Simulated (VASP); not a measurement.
# Sc3AlP (P-6m2) in VASP: notebook

Runs on Sc3AlP. Level: PBE. Tasks: single point, relaxation of cell and atoms.

Program: VASP 6.6.1. These are calculated values, not measurements. Logs are shortened: lines on timing, memory, paths and dates and some standing lists are left out, and cuts for length are marked.

**1. The cell of the first run**

Symmetry: P-6m2, No. 187, hexagonal system. Conventional cell: a = 4.524 Å, b = 4.524 Å, c = 6.164 Å, α = 90.00°, β = 90.00°, γ = 120.00°. Sc (site symmetry 3m) has 5 Sc at 2.87 to 3.30 Å and 3 P at 2.98 Å and 3 Al at 3.09 Å within 3.8 Å. Sc (site symmetry -6m2) has 3 Al at 2.61 Å and 2 P at 3.08 Å and 6 Sc at 3.09 Å within 3.4 Å. Within 3.4 Å of Al (site symmetry -6m2) lie 9 Sc at 2.61 to 3.09 Å. P (site symmetry -6m2) has 8 Sc at 2.98 to 3.08 Å within 3.9 Å.

**2. Single point, PBE**

INCAR

```
SYSTEM = Sc3AlP
  PREC = Accurate
  ENCUT = 520
  EDIFF = 1E-6
  ISMEAR = 0
  SIGMA = 0.1
  LREAL = .False.
  LASPH = .True.
  NELM = 100
  ALGO = Normal
  ISIF = 2
  LWAVE = .False.
  LCHARG = .True.
  GGA = PE
  LELF = .True.
  LVHAR = .True.
  NBANDS = 28
```

KPOINTS

```
Automatic mesh
0
Gamma
  12 12 6
  0 0 0
```

POSCAR

```
Sc3AlP
1.0
    4.5240529526      0.0000000000      0.0000000000
   -2.2620264763      3.9179447850      0.0000000000
    0.0000000000      0.0000000000      6.1644384269
Sc Al P
3 1 1
Direct
    0.6666666667      0.3333333333      0.2673934336
    0.6666666667      0.3333333333      0.7326065664
    0.0000000000      0.0000000000      0.0000000000
    0.3333333333      0.6666666667      0.0000000000
    0.0000000000      0.0000000000      0.5000000000
```

Potentials or basis: VASP PAW PBE potentials, release 64 (Sc_sv, Al, P).

On the command line:

```
cat potpaw_PBE.64/Sc_sv/POTCAR potpaw_PBE.64/Al/POTCAR potpaw_PBE.64/P/POTCAR > POTCAR
mpirun -np 1 vasp_std > vasp.out
```

OUTCAR:

```text
SYSTEM = Sc3AlP
   PREC = Accurate
   ENCUT = 520
   EDIFF = 1E-6
   ISMEAR = 0
   LREAL = .False.
   LASPH = .True.
   NELM = 100
   ISIF = 2
   GGA = PE

 ion  position               nearest neighbor table
   1  0.667  0.333  0.267-   2 2.87   5 2.98   5 2.98   5 2.98   4 3.09   3 3.09   4 3.09   3 3.09
                             3 3.09   4 3.09   2 3.30
   2  0.667  0.333  0.733-   1 2.87   5 2.98   5 2.98   5 2.98   4 3.09   3 3.09   4 3.09   3 3.09
                             3 3.09   4 3.09   1 3.30
   3  0.000  0.000  0.000-   4 2.61   4 2.61   4 2.61   5 3.08   5 3.08   1 3.09   2 3.09   2 3.09
                             1 3.09   2 3.09   1 3.09
   4  0.333  0.667  0.000-   3 2.61   3 2.61   3 2.61   1 3.09   2 3.09   1 3.09   2 3.09   1 3.09
                             2 3.09
   5  0.000  0.000  0.500-   1 2.98   2 2.98   1 2.98   2 2.98   1 2.98   2 2.98   3 3.08   3 3.08

  LATTYP: Found a hexagonal cell.
 ALAT       =     4.5240529526
 C/A-ratio  =     1.3625920146

  Lattice vectors:

 A1 = (   4.5240529526,   0.0000000000,   0.0000000000)
 A2 = (  -2.2620264763,   3.9179447850,   0.0000000000)
 A3 = (   0.0000000000,   0.0000000000,   6.1644384269)

Analysis of symmetry for initial positions (statically):
=====================================================================
 Subroutine PRICEL returns:
 Original cell was already a primitive cell.

 Routine SETGRP: Setting up the symmetry group for a
 hexagonal supercell.

 Subroutine GETGRP returns: Found 12 space group operations
 (whereof 12 operations were pure point group operations)
 out of a pool of 24 trial point group operations.

The static configuration has the point symmetry D_3h.

Analysis of symmetry for dynamics (positions and initial velocities):
=====================================================================
 Subroutine PRICEL returns:
 Original cell was already a primitive cell.

 Routine SETGRP: Setting up the symmetry group for a
 hexagonal supercell.

 Subroutine GETGRP returns: Found 12 space group operations
 (whereof 12 operations were pure point group operations)
 out of a pool of 24 trial point group operations.

The dynamic configuration has the point symmetry D_3h.

 Subroutine INISYM returns: Found 12 space group operations
 (whereof 12 operations are pure point group operations),
 and found     1 'primitive' translations

----------------------------------------------------------------------------------------

                                     Primitive cell

  volume of cell :     109.2646

  direct lattice vectors                    reciprocal lattice vectors
     4.524052953  0.000000000  0.000000000     0.221040737  0.127617929  0.000000000
    -2.262026476  3.917944785  0.000000000     0.000000000  0.255235858  0.000000000
     0.000000000  0.000000000  6.164438427     0.000000000  0.000000000  0.162220778

  length of vectors
     4.524052953  4.524052953  6.164438427     0.255235858  0.255235858  0.162220778

  position of ions in fractional coordinates (direct lattice)
     0.666666667  0.333333333  0.267393434
     0.666666667  0.333333333  0.732606566
     0.000000000  0.000000000  0.000000000
     0.333333333  0.666666667  0.000000000
     0.000000000  0.000000000  0.500000000

  ion indices of the primitive-cell ions
   primitive index   ion index
                 1           1
                 2           2
                 3           3
                 4           4
                 5           5

----------------------------------------------------------------------------------------

 KPOINTS: Automatic mesh

Automatic generation of k-mesh.
 Grid dimensions read from file:
 generate k-points for:   12   12    6

 Generating k-lattice:

  Cartesian coordinates                     Fractional coordinates (reciprocal lattice)
     0.018420061  0.010634827  0.000000000     0.083333333  0.000000000  0.000000000
     0.000000000  0.021269655  0.000000000     0.000000000  0.083333333  0.000000000
     0.000000000  0.000000000  0.027036796     0.000000000  0.000000000  0.166666667

  Length of vectors
     0.021269655  0.021269655  0.027036796

  Shift w.r.t. Gamma in fractional coordinates (k-lattice)
     0.000000000  0.000000000  0.000000000

 Subroutine IBZKPT returns following result:
 ===========================================

 Found     76 irreducible k-points:

 Following reciprocal coordinates:
            Coordinates               Weight
  0.000000  0.000000  0.000000      1.000000
  0.083333  0.000000  0.000000      6.000000
  0.166667  0.000000  0.000000      6.000000
  0.250000 -0.000000  0.000000      6.000000
  0.333333  0.000000  0.000000      6.000000
  0.416667 -0.000000  0.000000      6.000000
[... 16 lines left out ...]
  0.250000 -0.000000  0.166667     12.000000
  0.333333  0.000000  0.166667     12.000000
 [... further k-points ...]
   k-points           NKPTS =     76   k-points in BZ     NKDIM =     76   number of bands    NBANDS=     28
   number of dos      NEDOS =    301   number of ions     NIONS =      5
   total plane-waves  NPLWV =  62208
   dimension x,y,z NGX =    36 NGY =   36 NGZ =   48
   dimension x,y,z NGXF=    72 NGYF=   72 NGZF=   96
   ions per type =               3   1   1
   NGX,Y,Z   is equivalent  to a cutoff of  13.23, 13.23, 12.94 a.u.
   NGXF,Y,Z  is equivalent  to a cutoff of  26.46, 26.46, 25.89 a.u.
 SYSTEM =  Sc3AlP
   PREC   = accura    normal or accurate (medium, high low for compatibility)
   ISTART =      0    job   : 0-new  1-cont  2-samecut
   ICHARG =      2    charge: 1-file 2-atom 10-const
   ISPIN  =      1    spin polarized calculation?
   LNONCOLLINEAR =      F non collinear calculations
   LSORBIT =      F    spin-orbit coupling
   LASPH  =      T    aspherical Exc in radial PAW
   ENCUT  =  520.0 eV  38.22 Ry    6.18 a.u.   8.41  8.41 11.46*2*pi/ulx,y,z
   NELM   =    100;   NELMIN=  2; NELMDL= -5     # of ELM steps
   EDIFF  = 0.1E-05   stopping-criterion for ELM
   LREAL  =      F    real-space projection
   EDIFFG = 0.1E-04   stopping-criterion for IOM
   NSW    =      0    number of steps for IOM
   IBRION =     -1    ionic relax: 0-MD 1-quasi-New 2-CG
   NFREE  =      0    steps in history (QN), initial steepest desc. (CG)
   ISIF   =      2    stress and relaxation
   ISYM   =      2    0-nonsym 1-usesym 2-fastsym
   POTIM  = 0.5000    time-step for ionic-motion
   TEBEG  =    0.0;   TEEND  =   0.0 temperature during run
   PSTRESS=    0.0 pullay stress
   NELECT =      41.0000    total number of electrons
   NUPDOWN=      -1.0000    fix difference up-down
   EMIN   =  10.00;   EMAX   =-10.00  energy-range for DOS
   EFERMI =   0.00;   METHOD = LEGACY
   ISMEAR =     0;   SIGMA  =   0.10  broadening in eV -4-tet -1-fermi 0-gaus
   EFERMI_NEDOS =   21; number of points for ismear=-14 and -15
   IALGO  =     38    algorithm
   IMIX   =      4    mixing-type and parameters
     AMIX     =   0.40;   BMIX     =  1.00
     AMIX_MAG =   1.60;   BMIX_MAG =  1.00
  volume/ion in A,a.u.               =      21.85       147.47
  Fermi-wavevector in a.u.,A,eV,Ry     =   1.180800  2.231388 18.970443  1.394288
  Thomas-Fermi vector in A             =   2.317085
   LORBIT       =      0    0 simple, 1 ext, 2 COOP (PROOUT), +10 PAW based schemes
   GGA     = PE    functional components
   LHFCALC =     F    Hartree Fock is set to
   AEXX    =    0.0000 exact exchange contribution
   IVDW    =     0    specifies the selected vdW correction
   LEPSILON=     F    determine dielectric tensor
   LRPA    =     F    only Hartree local field effects (RPA)
 non-spin polarized calculation
 Gauss-broadening in eV      SIGMA  =   0.10
  energy-cutoff  :      520.00
  volume of cell :      109.26
 maximum number of plane-waves:      2993
 NGX is ok and might be reduce to    36
   NGX = 17   NGY = 17   NGZ = 23

 number of electron      40.9999998 magnetization

 Free energy of the ion-electron system (eV)
  ---------------------------------------------------
  ext. energy  EPLUGINS =         0.00000000
  ---------------------------------------------------
  free energy    TOTEN  =       -29.59064538 eV

  energy without entropy =      -29.57080229  energy(sigma->0) =      -29.58072384

 E-fermi :   4.7660     XC(G=0):  -9.8304

 val. band max:        4.7614873725   @ k =   0.3333   0.1667   0.0000
 cond. band min:       4.7689286374   @ k =   0.2500  -0.0000   0.3333
 fundamental gap:      0.0074412649
 Fermi energy:         4.7660441598

 k-point     1 :       0.0000    0.0000    0.0000
  band No.  band energies     occupation
      1     -45.1710      2.00000
      2     -45.1150      2.00000
      3     -44.6256      2.00000
      4     -23.9302      2.00000
      5     -23.8502      2.00000
      6     -23.8502      2.00000
[... 20 lines left out ...]
     27       6.9864      0.00000
     28       7.1935      0.00000

 k-point     2 :       0.0833    0.0000    0.0000
  band No.  band energies     occupation
      1     -45.1708      2.00000
      2     -45.1149      2.00000
      3     -44.6258      2.00000
      4     -23.9322      2.00000
      5     -23.8513      2.00000
      6     -23.8496      2.00000
[... 20 lines left out ...]
     27       7.0030      0.00000
     28       7.2324      0.00000

 k-point     3 :       0.1667    0.0000    0.0000
  band No.  band energies     occupation
      1     -45.1702      2.00000
      2     -45.1149      2.00000
      3     -44.6262      2.00000
      4     -23.9374      2.00000
      5     -23.8541      2.00000
      6     -23.8483      2.00000
[... 20 lines left out ...]
     27       6.9172      0.00000
     28       7.4578      0.00000

 k-point     4 :       0.2500   -0.0000    0.0000
  band No.  band energies     occupation
      1     -45.1694      2.00000
      2     -45.1148      2.00000
      3     -44.6267      2.00000
      4     -23.9439      2.00000
      5     -23.8580      2.00000
      6     -23.8473      2.00000
[... 578 lines left out ...]
     27       6.9964      0.00000
     28       7.2881      0.00000

 k-point    23 :       0.2500   -0.0000    0.1667
  band No.  band energies     occupation
      1     -45.1672      2.00000
      2     -45.1170      2.00000
      3     -44.6267      2.00000
      4     -23.9242      2.00000
      5     -23.8531      2.00000
      6     -23.8462      2.00000
[... 20 lines left out ...]
     27       6.8950      0.00000
     28       7.2626      0.00000

 k-point    24 :       0.3333    0.0000    0.1667
  band No.  band energies     occupation
      1     -45.1666      2.00000
      2     -45.1168      2.00000
      3     -44.6273      2.00000
      4     -23.9292      2.00000
      5     -23.8568      2.00000
      6     -23.8482      2.00000
[... 20 lines left out ...]
     27       6.7879      0.00000
     28       7.1896      0.00000

 [... further k-points ...]

------------------------ aborting loop because EDIFF is reached ----------------------------------------

  FORCE on cell =-STRESS in cart. coord.  units (eV):
  Direction    XX          YY          ZZ          XY          YZ          ZX
  --------------------------------------------------------------------------------------
  -------------------------------------------------------------------------------------
  Total        0.0500412      0.0500412      0.0778458      0.0000000      0.0000000     -0.0000000
  in kB        0.7337685      0.7337685      1.1414740      0.0000000      0.0000000     -0.0000000
  external PRESSURE =       0.8696704 kB  Pullay stress =       0.0000000 kB

 VOLUME and BASIS-vectors are now :
 -----------------------------------------------------------------------------
  energy-cutoff  :      520.00
  volume of cell :      109.26
      direct lattice vectors                 reciprocal lattice vectors
     4.524052953  0.000000000  0.000000000     0.221040737  0.127617929  0.000000000
    -2.262026476  3.917944785  0.000000000     0.000000000  0.255235858  0.000000000
     0.000000000  0.000000000  6.164438427     0.000000000  0.000000000  0.162220778

 POSITION                                       TOTAL-FORCE (eV/Angst)
 -----------------------------------------------------------------------------------
      2.26203      1.30598      1.64833        -0.000000     -0.000000     -0.009674
      2.26203      1.30598      4.51611        -0.000000      0.000000      0.009674
      0.00000      0.00000      0.00000         0.000000     -0.000000     -0.000000
     -0.00000      2.61196      0.00000         0.000000     -0.000000     -0.000000
      0.00000      0.00000      3.08222         0.000000     -0.000000     -0.000000
 -----------------------------------------------------------------------------------
    total drift:                               -0.000001      0.000000      0.000000

  FREE ENERGIE OF THE ION-ELECTRON SYSTEM (eV)
  ---------------------------------------------------
  free  energy   TOTEN  =       -29.5906453836 eV

  energy  without entropy=      -29.5708022906  energy(sigma->0) =      -29.58072384
```

Wall time 3 min (1 thread of AMD EPYC 9R45 (Zen 5), shared host); peak memory 0.34 GiB.

Results:

```yaml
Free_energy: -29.5906 eV
Pressure: 0.1 GPa
Largest_force: 0.010 eV/Å
```

Forces on the atoms (eV/Å):
```
Sc   0.000  0.000 -0.010
Sc   0.000  0.000  0.010
Sc   0.000  0.000  0.000
Al   0.000  0.000  0.000
P    0.000  0.000  0.000
```

**3. Single point, PBE**

INCAR

```
SYSTEM = Sc3AlP
PREC = Accurate
ENCUT = 520
EDIFF = 1E-7
ISMEAR = 0
SIGMA = 0.1
LREAL = .FALSE.
LASPH = .TRUE.
NELM = 100
ALGO = Normal
ISIF = 2
LWAVE = .FALSE.
LCHARG = .FALSE.
GGA = PE
NBANDS = 28
```

KPOINTS

```
regular mesh
0
G
  12 12 6
  0 0 0
```

POSCAR is that of step 2.

Potentials or basis: VASP PAW PBE potentials, release 64 (Sc_sv, Al, P).

On the command line:

```
cat potpaw_PBE.64/Sc_sv/POTCAR potpaw_PBE.64/Al/POTCAR potpaw_PBE.64/P/POTCAR > POTCAR
mpirun -np 1 vasp_std > vasp.out
```

Run time: 3.1 min. Hardware: 1 thread of AMD EPYC 9R45 (Zen 5), shared host; peak memory 0.34 GiB.

The run converged. Its results:

* Free energy: -29.5906 eV
* Pressure: 0.1 GPa
* Largest force: 0.010 eV/Å

Forces on the atoms (eV/Å):
```
Sc   0.000  0.000 -0.010
Sc   0.000  0.000  0.010
Sc   0.000  0.000  0.000
Al   0.000  0.000  0.000
P    0.000  0.000  0.000
```

Levels at points of the mesh, in eV from the Fermi level:
```
           k point  band 16  band 17  band 18  band 19  band 20  band 21  band 22  band 23  band 24  band 25
(0.00, 0.00, 0.00)    -2.43    -2.43    -1.01    -1.01    -0.64    -0.15    -0.15     0.42     0.42     1.76
(0.50, 0.00, 0.00)    -2.70    -2.20    -1.90    -1.54    -0.99    -0.68     0.43     0.55     0.86     1.51
(0.00, 0.00, 0.50)    -2.22    -2.22    -1.59    -1.59    -0.93     0.28     0.28     0.60     0.60     0.67
(0.50, 0.00, 0.50)    -3.83    -2.24    -2.21    -0.63    -0.56     0.08     0.40     0.49     0.69     1.10
```

**4. Relaxation of cell and atoms, PBE**

INCAR

```
ALGO = Normal
EDIFF = 1E-6
EDIFFG = -0.01
ENCUT = 600
GGA = PE
IBRION = 2
ISIF = 3
ISMEAR = 0
LASPH = T
LCHARG = F
LREAL = F
LWAVE = F
NELM = 100
NSW = 100
PREC = Accurate
SIGMA = 0.1
```

KPOINTS

```
k-points
0
Gamma
  12 12 6
```

POSCAR is that of step 3.

On the command line:

```
cat potpaw_PBE.64/Sc_sv/POTCAR potpaw_PBE.64/Al/POTCAR potpaw_PBE.64/P/POTCAR > POTCAR
mpirun -np 1 vasp_std > vasp.out
```

Run time: 4.1 min. Hardware: 1 thread of AMD EPYC 9R45 (Zen 5), shared host; peak memory 0.38 GiB.

It converged, with:

* Free energy: -29.5915 eV
* Relaxed volume: 21.90 Å³/atom
* Relaxed cell: a = 4.527 Å, b = 4.527 Å, c = 6.170 Å, α = 90.00°, β = 90.00°, γ = 120.00°
* Space group after relaxing (to 0.05 Å): P-6m2 (No. 187)
* Energy gained by relaxing: 0.0 meV/atom
* Ionic steps: 2
* Pressure after relaxing: 0.0 GPa
* Largest force after relaxing: 0.005 eV/Å

Forces on the atoms (eV/Å):
```
Sc   0.000  0.000 -0.005
Sc   0.000  0.000  0.005
Sc   0.000  0.000  0.000
Al   0.000  0.000  0.000
P    0.000  0.000  0.000
```

Final structure:
```yaml
crystal:
  lattice:
    - [4.52721, 0.00000, 0.00000]
    - [-2.26361, 3.92068, 0.00000]
    - [0.00000, 0.00000, 6.17013]
  atoms:
    - { symbol: Sc, position: [0.66667, 0.33333, 0.26732] }
    - { symbol: Sc, position: [0.66667, 0.33333, 0.73268] }
    - { symbol: Sc, position: [0.00000, 0.00000, 0.00000] }
    - { symbol: Al, position: [0.33333, 0.66667, 0.00000] }
    - { symbol: P, position: [0.00000, 0.00000, 0.50000] }
```

Levels at points of the mesh, in eV from the Fermi level:
```csv
k point,band 17,band 18,band 19,band 20,band 21,band 22,band 23,band 24
"(0.00, 0.00, 0.00)",-2.42,-1.01,-1.01,-0.64,-0.15,-0.15,0.42,0.42
"(0.50, 0.00, 0.00)",-2.20,-1.90,-1.54,-0.99,-0.68,0.43,0.55,0.85
"(0.00, 0.00, 0.50)",-2.22,-1.58,-1.58,-0.93,0.28,0.28,0.60,0.60
"(0.50, 0.00, 0.50)",-2.24,-2.20,-0.63,-0.56,0.08,0.40,0.49,0.69
```
